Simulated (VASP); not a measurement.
# AlH (C2/m) in VASP: notebook, part 2 of 2

VASP 6.6.1.

**4. Single point, PBE**

This run uses another cell than the first one, of 14.18 Å³/atom, 1.272 times its volume.

INCAR

```
SYSTEM = AlH
PREC = Accurate
ENCUT = 520
EDIFF = 1E-6
ISMEAR = 0
SIGMA = 0.1
LREAL = .False.
LASPH = .True.
NELM = 60
ALGO = Normal
ISIF = 2
LWAVE = .False.
LCHARG = .False.
GGA = PE
NBANDS = 12
```

KPOINTS

```
regular mesh
0
Gamma
  16 16 10
  0 0 0
```

POSCAR

```
AlH
1.0
    3.1609871404     -2.3747951688     -0.0883582183
    3.1609871404      2.3747951688     -0.0883582183
   -3.0519083904      0.0000000000      3.8636531928
Al H
2 2
Direct
    0.1761406326      0.1761406326      0.8522490800
    0.8238593674      0.8238593674      0.1477509200
    0.8191624811      0.8191624811      0.5003062333
    0.1808375189      0.1808375189      0.4996937667
```

Potentials or basis: VASP PAW PBE potentials, release 64 (Al, H).

The run is started by

```sh
$ cat potpaw_PBE.64/Al/POTCAR potpaw_PBE.64/H/POTCAR > POTCAR
$ mpirun -np 1 vasp_std > vasp.out
```

OUTCAR:

```text
SYSTEM = AlH
   PREC = Accurate
   ENCUT = 520
   EDIFF = 1E-6
   ISMEAR = 0
   LREAL = .False.
   LASPH = .True.
   NELM = 60
   ISIF = 2
   GGA = PE

 ion  position               nearest neighbor table
   1  0.176  0.176  0.852-   4 1.76   3 1.76   2 2.62   2 2.62   2 2.66   2 3.35   2 3.35
   2  0.824  0.824  0.148-   3 1.76   4 1.76   1 2.62   1 2.62   1 2.66   1 3.35   1 3.35
   3  0.819  0.819  0.500-   2 1.76   1 1.76
   4  0.181  0.181  0.500-   1 1.76   2 1.76

  LATTYP: Found a base centered monoclinic cell.
 ALAT       =     6.3244436519
 B/A-ratio  =     0.7509894307
 C/A-ratio  =     0.7785052487
 COS(beta)  =    -0.6415359069

  Lattice vectors:

 A1 = (   3.1609871404,  -2.3747951688,  -0.0883582183)
 A2 = (   3.1609871404,   2.3747951688,  -0.0883582183)
 A3 = (  -3.0519083904,   0.0000000000,   3.8636531928)

Analysis of symmetry for initial positions (statically):
=====================================================================
 Subroutine PRICEL returns:
 Original cell was already a primitive cell.

 Routine SETGRP: Setting up the symmetry group for a
 base centered monoclinic supercell.

 Subroutine GETGRP returns: Found  4 space group operations
[... 182 lines left out ...]
      4       4.8151      0.00000
      5       5.5248      0.00000
      6       7.2098      0.00000
      7       7.7070      0.00000
      8       7.9533      0.00000
      9       8.8680      0.00000
     10       9.1238      0.00000
     11      10.4304      0.00000
     12      10.7972      0.00000
[... 331 lines left out ...]
 k-point    24 :      -0.0625    0.0625    0.0000
  band No.  band energies     occupation
      1      -6.1353      2.00000
      2       0.9162      2.00000
      3       1.2880      2.00000
      4       4.2004      0.00000
      5       5.6990      0.00000
      6       6.3799      0.00000
      7       7.5607      0.00000
      8       8.4066      0.00000
      9       9.3449      0.00000
     10       9.8807      0.00000
     11      10.1238      0.00000
     12      11.4476      0.00000

 [... further k-points ...]
[... 5 lines left out ...]
  --------------------------------------------------------------------------------------
  -------------------------------------------------------------------------------------
  Total       -0.0198130     -0.0357425     -0.0514687      0.0000000      0.0000000     -0.0016835
  in kB       -0.5596031     -1.0095197     -1.4536950      0.0000000      0.0000000     -0.0475491
  external PRESSURE =      -1.0076059 kB  Pullay stress =       0.0000000 kB

 VOLUME and BASIS-vectors are now :
 -----------------------------------------------------------------------------
  energy-cutoff  :      520.00
  volume of cell :       56.73
      direct lattice vectors                 reciprocal lattice vectors
     3.160987140 -2.374795169 -0.088358218     0.161749860 -0.210544474  0.127766580
     3.160987140  2.374795169 -0.088358218     0.161749860  0.210544474  0.127766580
    -3.051908390  0.000000000  3.863653193     0.007398143  0.000000000  0.264666212

 POSITION                                       TOTAL-FORCE (eV/Angst)
 -----------------------------------------------------------------------------------
     -1.48743      0.00000      3.26167        -0.000770      0.000000     -0.011503
      4.75750      0.00000      0.42527         0.000770      0.000000      0.011503
      3.65184      0.00000      1.78825         0.002333      0.000000      0.000219
     -0.38177      0.00000      1.89869        -0.002333      0.000000     -0.000219
 -----------------------------------------------------------------------------------
    total drift:                                0.000000      0.000000      0.000000

  FREE ENERGIE OF THE ION-ELECTRON SYSTEM (eV)
  ---------------------------------------------------
  free  energy   TOTEN  =       -13.4086945233 eV

  energy  without entropy=      -13.4066778395  energy(sigma->0) =      -13.40768618
```

stdout:

```text
POSCAR found type information on POSCAR AlH
 POSCAR found :  2 types and       4 ions
 scaLAPACK will be used
 LDA part: xc-table for (Slater+PW92), standard interpolation
 POSCAR, INCAR and KPOINTS ok, starting setup
 FFT: planning ... GRIDC
 FFT: planning ... GRID_SOFT
 FFT: planning ... GRID
 WAVECAR not read
 entering main loop
```

It took 5.6 min on 1 thread of Intel Xeon Platinum 8488C (Sapphire Rapids), shared host; peak memory 0.5 GiB.

What came out:

- Free energy: -13.4087 eV
- Pressure: -0.1 GPa
- Largest force: 0.012 eV/Å
- Band gap on the k mesh: zero (band 4 reaches 4.82 eV, above the bottom of band 5 at 1.78 eV)

Forces on the atoms (eV/Å):
```
Al  -0.001  0.000 -0.012
Al   0.001  0.000  0.012
H    0.002  0.000  0.000
H   -0.002  0.000  0.000
```

Levels at points of the mesh, in eV from the Fermi level:
| k point | band 1 | band 2 | band 3 | band 4 | band 5 | band 6 | band 7 | band 8 | band 9 |
| --- | --- | --- | --- | --- | --- | --- | --- | --- | --- |
| (0.00, 0.00, 0.00) | -9.64 | -2.39 | -2.13 | 1.39 | 2.10 | 3.79 | 4.28 | 4.53 | 5.45 |
| (0.50, 0.00, 0.00) | -7.90 | -5.33 | -2.50 | -1.99 | 1.97 | 2.43 | 5.47 | 6.61 | 7.13 |
| (0.50, 0.50, 0.00) | -6.75 | -4.62 | -3.61 | -1.86 | -1.64 | 0.23 | 6.24 | 7.86 | 8.20 |
| (0.00, 0.00, 0.50) | -8.03 | -6.31 | -2.81 | 0.23 | 2.36 | 3.67 | 6.43 | 6.72 | 7.64 |
| (0.50, 0.00, 0.50) | -7.89 | -5.33 | -2.50 | -2.00 | 1.96 | 2.42 | 5.48 | 6.62 | 7.14 |
| (0.50, 0.50, 0.50) | -7.32 | -5.83 | -2.23 | -0.48 | 0.46 | 2.17 | 2.67 | 5.04 | 6.09 |

**5. Overview**

```csv
cell,k mesh,gap on the mesh (eV),pressure (GPa),largest force (eV/Å)
"a = 3.170, b = 3.170, c = 5.107 Å, angles 111.0, 111.0, 86.6°, 4 atoms",6 × 6 × 4,none,0.0,0.01
"a = 3.966, b = 3.966, c = 4.927 Å, angles 121.0, 121.0, 73.6°, 4 atoms",14 × 14 × 12,none,-0.1,0.01
"a = 3.955, b = 3.955, c = 4.924 Å, angles 120.9, 120.9, 73.8°, 4 atoms",16 × 16 × 10,none,-0.1,0.01
```

Alike in all rows: task single point; level PBE; potentials or basis VASP PAW PBE potentials, release 64 (Al, H); no spin polarisation; cutoff (eV) 520; smearing gaussian 0.1 eV.

Total energies depend on the potentials used, so only differences within one code and one set of settings carry meaning.
